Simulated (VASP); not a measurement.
# K (Pm-3m) in VASP: a series of runs

Runs on K. Level: revPBE. Tasks: single point.

Program: VASP 6.6.1. These are calculated values, not measurements. Logs are shortened: lines on timing, memory, paths and dates and some standing lists are left out, and cuts for length are marked.

## 1. The cell of the first run

Symmetry: Pm-3m, No. 221, cubic system. The conventional cell has a = 4.349 Å, b = 4.349 Å, c = 4.349 Å, α = 90.00°, β = 90.00°, γ = 90.00°. Within 5.7 Å of K (site symmetry m-3m) lie 6 K at 4.35 Å.

This isn't the form of K at room conditions, which is bcc.

## 2. Single point, revPBE (82.24 Å³/atom)

INCAR reads:

```
PREC     = Accurate       # precision mode
ENCUT    = 520            # plane-wave cutoff, eV
EDIFF    = 1E-6           # SCF threshold, eV
ISMEAR   = -1             # smearing method
SIGMA    = 0.1            # smearing width, eV
LREAL    = F              # projectors in reciprocal space
LASPH    = T              # aspherical terms in the spheres
NELM     = 60             # most SCF steps
ALGO     = Normal         # electronic algorithm
ISIF     = 2              # what is computed and relaxed
LWAVE    = F              # write WAVECAR
LCHARG   = T              # write CHGCAR
GGA      = RE             # functional
LELF     = T              # ELF
LVHAR    = T            
NBANDS   = 10             # bands
```

KPOINTS reads:

```
regular mesh
0
Gamma
  8 8 8
```

POSCAR reads:

```
K
1.0
    4.3487358594      0.0000000000      0.0000000000
    0.0000000000      4.3487358594      0.0000000000
    0.0000000000      0.0000000000      4.3487358594
K
1
Direct
    0.0000000000      0.0000000000      0.0000000000
```

Potentials or basis: VASP PAW PBE potentials, release 64 (K_sv).

Started as:

```
$ cat potpaw_PBE.64/K_sv/POTCAR > POTCAR
$ mpirun -np 1 vasp_std > vasp.out
```

OUTCAR:

```text
PREC = Accurate
   ENCUT = 520
   EDIFF = 1E-6
   ISMEAR = -1
   LREAL = F
   LASPH = T
   NELM = 60
   ISIF = 2
   GGA = RE

 ion  position               nearest neighbor table
   1  0.000  0.000  0.000-

  LATTYP: Found a simple cubic cell.
 ALAT       =     4.3487358594

  Lattice vectors:

 A1 = (   4.3487358594,   0.0000000000,   0.0000000000)
 A2 = (   0.0000000000,   4.3487358594,   0.0000000000)
 A3 = (   0.0000000000,   0.0000000000,   4.3487358594)

Analysis of symmetry for initial positions (statically):
=====================================================================
 Subroutine PRICEL returns:
 Original cell was already a primitive cell.

 Routine SETGRP: Setting up the symmetry group for a
 simple cubic supercell.

 Subroutine GETGRP returns: Found 48 space group operations
 (whereof 48 operations were pure point group operations)
 out of a pool of 48 trial point group operations.

The static configuration has the point symmetry O_h .

Analysis of symmetry for dynamics (positions and initial velocities):
=====================================================================
 Subroutine PRICEL returns:
 Original cell was already a primitive cell.

 Routine SETGRP: Setting up the symmetry group for a
 simple cubic supercell.

 Subroutine GETGRP returns: Found 48 space group operations
 (whereof 48 operations were pure point group operations)
 out of a pool of 48 trial point group operations.

The dynamic configuration has the point symmetry O_h .

 Subroutine INISYM returns: Found 48 space group operations
 (whereof 48 operations are pure point group operations),
 and found     1 'primitive' translations

----------------------------------------------------------------------------------------

                                     Primitive cell

  volume of cell :      82.2411

  direct lattice vectors                    reciprocal lattice vectors
     4.348735859  0.000000000  0.000000000     0.229951883  0.000000000  0.000000000
     0.000000000  4.348735859  0.000000000     0.000000000  0.229951883  0.000000000
     0.000000000  0.000000000  4.348735859     0.000000000  0.000000000  0.229951883

  length of vectors
     4.348735859  4.348735859  4.348735859     0.229951883  0.229951883  0.229951883

  position of ions in fractional coordinates (direct lattice)
     0.000000000  0.000000000  0.000000000

  ion indices of the primitive-cell ions
   primitive index   ion index
                 1           1
[... 75 lines left out ...]
   NSW    =      0    number of steps for IOM
   IBRION =     -1    ionic relax: 0-MD 1-quasi-New 2-CG
   NFREE  =      0    steps in history (QN), initial steepest desc. (CG)
   ISIF   =      2    stress and relaxation
   ISYM   =      2    0-nonsym 1-usesym 2-fastsym
   POTIM  = 0.5000    time-step for ionic-motion
   TEBEG  =    0.0;   TEEND  =   0.0 temperature during run
   PSTRESS=    0.0 pullay stress
   NELECT =       9.0000    total number of electrons
   NUPDOWN=      -1.0000    fix difference up-down
   EMIN   =  10.00;   EMAX   =-10.00  energy-range for DOS
   EFERMI =   0.00;   METHOD = LEGACY
   ISMEAR =    -1;   SIGMA  =   0.10  broadening in eV -4-tet -1-fermi 0-gaus
   EFERMI_NEDOS =   21; number of points for ismear=-14 and -15
   IALGO  =     38    algorithm
   IMIX   =      4    mixing-type and parameters
     AMIX     =   0.40;   BMIX     =  1.00
     AMIX_MAG =   1.60;   BMIX_MAG =  1.00
  volume/ion in A,a.u.               =      82.24       554.99
  Fermi-wavevector in a.u.,A,eV,Ry     =   0.783056  1.479761  8.342768  0.613176
  Thomas-Fermi vector in A             =   1.886906
   LORBIT       =      0    0 simple, 1 ext, 2 COOP (PROOUT), +10 PAW based schemes
   GGA     = RE    functional components
   LHFCALC =     F    Hartree Fock is set to
   AEXX    =    0.0000 exact exchange contribution
   IVDW    =     0    specifies the selected vdW correction
   LEPSILON=     F    determine dielectric tensor
   LRPA    =     F    only Hartree local field effects (RPA)
 non-spin polarized calculation
  energy-cutoff  :      520.00
  volume of cell :       82.24
 maximum number of plane-waves:      2272
   NGX = 17   NGY = 17   NGZ = 17

 number of electron       9.0000003 magnetization

 Free energy of the ion-electron system (eV)
  ---------------------------------------------------
  ext. energy  EPLUGINS =         0.00000000
  ---------------------------------------------------
  free energy    TOTEN  =        -0.85790944 eV

  energy without entropy =       -0.83387260  energy(sigma->0) =       -0.84589102

 E-fermi :  -0.2024     XC(G=0):  -5.2700

 val. band max:       -0.2251122321   @ k =   0.5000   0.0000   0.0000
 cond. band min:      -0.0716115647   @ k =   0.5000   0.1250   0.0000
 fundamental gap:      0.1535006674
 Fermi energy:        -0.2023859339

 k-point     1 :       0.0000    0.0000    0.0000
  band No.  band energies     occupation
      1     -32.6819      2.00000
      2     -16.0942      2.00000
      3     -16.0942      2.00000
      4     -16.0942      2.00000
      5      -2.2212      2.00000
      6       2.7062      0.00000
      7       2.7062      0.00000
      8       5.8908      0.00000
      9       5.8910      0.00000
     10       5.8918      0.00000
[... 287 lines left out ...]
 k-point    24 :       0.5000    0.3750    0.1250
  band No.  band energies     occupation
      1     -32.6749      2.00000
      2     -16.1590      2.00000
      3     -16.1475      2.00000
      4     -16.0930      2.00000
      5       0.7293      0.00018
      6       1.1789      0.00000
      7       2.3433      0.00000
      8       2.8140      0.00000
      9       4.6076      0.00000
     10       4.7005      0.00000

 [... further k-points ...]

------------------------ aborting loop because EDIFF is reached ----------------------------------------

  FORCE on cell =-STRESS in cart. coord.  units (eV):
  Direction    XX          YY          ZZ          XY          YZ          ZX
  --------------------------------------------------------------------------------------
  -------------------------------------------------------------------------------------
  Total        0.0509822      0.0509822      0.0509822      0.0000000     -0.0000000      0.0000000
  in kB        0.9932070      0.9932070      0.9932070      0.0000000     -0.0000000      0.0000000
  external PRESSURE =       0.9932070 kB  Pullay stress =       0.0000000 kB

 VOLUME and BASIS-vectors are now :
 -----------------------------------------------------------------------------
  energy-cutoff  :      520.00
  volume of cell :       82.24
      direct lattice vectors                 reciprocal lattice vectors
     4.348735859  0.000000000  0.000000000     0.229951883  0.000000000  0.000000000
     0.000000000  4.348735859  0.000000000     0.000000000  0.229951883  0.000000000
     0.000000000  0.000000000  4.348735859     0.000000000  0.000000000  0.229951883

 POSITION                                       TOTAL-FORCE (eV/Angst)
 -----------------------------------------------------------------------------------
      0.00000      0.00000      0.00000         0.000000      0.000000      0.000000
 -----------------------------------------------------------------------------------
    total drift:                                0.000000     -0.000000      0.000000

  FREE ENERGIE OF THE ION-ELECTRON SYSTEM (eV)
  ---------------------------------------------------
  free  energy   TOTEN  =        -0.8579094444 eV

  energy  without entropy=       -0.8338726050  energy(sigma->0) =       -0.84589102
```

OSZICAR:

```text
N       E                     dE             d eps       ncg     rms          rms(c)
DAV:   1     0.487445809483E+02    0.48745E+02   -0.34131E+03   700   0.668E+02
DAV:   2     0.851668548471E+00   -0.47893E+02   -0.47379E+02   748   0.192E+02
DAV:   3    -0.794711129648E+00   -0.16464E+01   -0.16418E+01  1056   0.294E+01
DAV:   4    -0.852181942487E+00   -0.57471E-01   -0.57424E-01   968   0.466E+00
DAV:   5    -0.854544916496E+00   -0.23630E-02   -0.23601E-02  1060   0.586E-01    0.147E+00
DAV:   6    -0.856413087717E+00   -0.18682E-02   -0.15859E-03  1092   0.259E-01    0.904E-01
DAV:   7    -0.857780634524E+00   -0.13675E-02   -0.35693E-03  1100   0.422E-01    0.759E-02
DAV:   8    -0.857901587674E+00   -0.12095E-03   -0.14179E-04   960   0.137E-01    0.227E-02
DAV:   9    -0.857910426999E+00   -0.88393E-05   -0.34160E-05  1062   0.378E-02    0.643E-03
DAV:  10    -0.857909444432E+00    0.98257E-06   -0.17379E-06   904   0.143E-02
   1 F= -.85790944E+00 E0= -.84589102E+00  d E =-.240368E-01
```

stdout:

```text
POSCAR found type information on POSCAR K
 POSCAR found :  1 types and       1 ions
 scaLAPACK will be used
 -----------------------------------------------------------------------------
|                                                                             |
|                                                                             |
|     You enforced a specific xc type in the INCAR file but a different       |
|     I HOPE YOU KNOW WHAT YOU ARE DOING!                                     |
|                                                                             |
 -----------------------------------------------------------------------------

 LDA part: xc-table for (Slater+PW92), standard interpolation
 POSCAR, INCAR and KPOINTS ok, starting setup
 FFT: planning ... GRIDC
 FFT: planning ... GRID_SOFT
 FFT: planning ... GRID
 WAVECAR not read
 entering main loop
```

It took 20 s on 1 thread of Intel Xeon 8259CL, shared host; peak memory 0.18 GiB.

Results:

```yaml
Free_energy: -0.8579 eV
Pressure: 0.1 GPa
Band_gap_on_the_k_mesh: zero (an odd number of electrons rules out a gap without spin polarisation)
```

Levels at points of the mesh, in eV from the Fermi level:
```csv
k point,band 1,band 2,band 3,band 4,band 5,band 6,band 7,band 8,band 9
"(0.00, 0.00, 0.00)",-32.48,-15.89,-15.89,-15.89,-2.02,2.91,2.91,6.09,6.09
"(0.50, 0.00, 0.00)",-32.48,-15.97,-15.89,-15.89,-0.02,0.13,3.52,4.62,4.62
"(0.50, 0.50, 0.00)",-32.47,-15.96,-15.96,-15.88,1.12,2.08,2.08,2.09,5.06
"(0.50, 0.50, 0.50)",-32.47,-15.95,-15.95,-15.95,2.28,2.28,2.28,4.10,4.21
```

Caveat: the PAW data sets were made with another functional, which shifts forces and pressure a little.

## 3. Single point, revPBE (92.52 Å³/atom)

This run uses another cell than the first one, of 92.52 Å³/atom.

INCAR reads:

```
SYSTEM = K
ALGO = Normal
EDIFF = 1E-6
ENCUT = 520
GGA = RE
ISIF = 2
ISMEAR = -1
LASPH = .TRUE.
LCHARG = .FALSE.
LREAL = .FALSE.
LWAVE = .FALSE.
NBANDS = 10
NELM = 80
PREC = Accurate
SIGMA = 0.1
```

KPOINTS reads:

```
k-points
0
G
  8 8 8
  0 0 0
```

POSCAR reads:

```
K
1.0
    4.5228675559      0.0000000000      0.0000000000
    0.0000000000      4.5228675559      0.0000000000
    0.0000000000      0.0000000000      4.5228675559
K
1
Direct
    0.0000000000      0.0000000000      0.0000000000
```

Potentials or basis: VASP PAW PBE potentials, release 64 (K_sv).

Started as:

```
$ cat potpaw_PBE.64/K_sv/POTCAR > POTCAR
$ mpirun -np 1 vasp_std > vasp.out
```

Wall time 36 s (1 thread of Intel Xeon 8259CL, shared host); peak memory 0.21 GiB.

The run converged. Its results:

```yaml
Free_energy: -0.8558 eV
Pressure: -0.2 GPa
Band_gap_on_the_k_mesh: zero (an odd number of electrons rules out a gap without spin polarisation)
```

Levels at points of the mesh, in eV from the Fermi level:
| k point | band 2 | band 3 | band 4 | band 5 | band 6 | band 7 |
| --- | --- | --- | --- | --- | --- | --- |
| (0.00, 0.00, 0.00) | -15.95 | -15.95 | -15.95 | -1.86 | 2.87 | 2.87 |
| (0.50, 0.00, 0.00) | -16.00 | -15.95 | -15.95 | -0.05 | 0.15 | 3.45 |
| (0.50, 0.50, 0.00) | -15.99 | -15.99 | -15.94 | 1.20 | 1.91 | 1.91 |
| (0.50, 0.50, 0.50) | -15.99 | -15.99 | -15.99 | 2.28 | 2.28 | 2.28 |

Caveat: the PAW data sets were made with another functional, which shifts forces and pressure a little.
